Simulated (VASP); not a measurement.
Wanted: the native input for a VASP 6.6.1 run.

```yaml
Task: single point
Functional: PBEsol
Potentials_or_basis: VASP PAW PBE potentials, release 64 (In_d)
Cutoff: 520 eV
k_mesh: 7 × 7 × 10
Occupations: fermi-dirac, width 0.08 eV
Spin: no spin polarisation
Dipole_correction: no
Further_INCAR_settings: ALGO = Normal; EDIFF = 1e-06; NBANDS = 26
```

The structure of In lies in POSCAR:

```
In
1.0
    5.2274826008      0.0000000000      0.0000000000
   -2.6137413004      4.5271327302      0.0000000000
    0.0000000000      0.0000000000      3.2257569103
In
3
Direct
    0.0000000000      0.0000000000      0.0000000000
    0.3333333333      0.6666666667      0.5000000000
    0.6666666667      0.3333333333      0.5000000000
```

The input as run:

INCAR

```
PREC     = Accurate       # precision mode
ENCUT    = 520            # plane-wave cutoff, eV
EDIFF    = 1E-6           # SCF threshold, eV
ISMEAR   = -1             # smearing method
SIGMA    = 0.08           # smearing width, eV
LREAL    = False          # projectors in reciprocal space
LASPH    = True           # aspherical terms in the spheres
NELM     = 60             # most SCF steps
ALGO     = Normal         # electronic algorithm
ISIF     = 2              # what is computed and relaxed
LWAVE    = False          # write WAVECAR
LCHARG   = True           # write CHGCAR
GGA      = PS             # functional
LELF     = True           # ELF
LVHAR    = True         
NBANDS   = 26             # bands
```

KPOINTS

```
regular mesh
0
Gamma
  7 7 10
```

Potentials or basis: VASP PAW PBE potentials, release 64 (In_d).

Launch:

```sh
$ cat potpaw_PBE.64/In_d/POTCAR > POTCAR
$ mpirun -np 1 vasp_std > vasp.out
```

It gave:

```yaml
Pressure: 0.8 GPa
```

Caveat: the PAW data sets were made with another functional, which shifts forces and pressure a little.

Run time: 54 s on 1 thread of Intel Xeon 6975P-C, with other jobs on the host, peak memory 0.22 GiB.
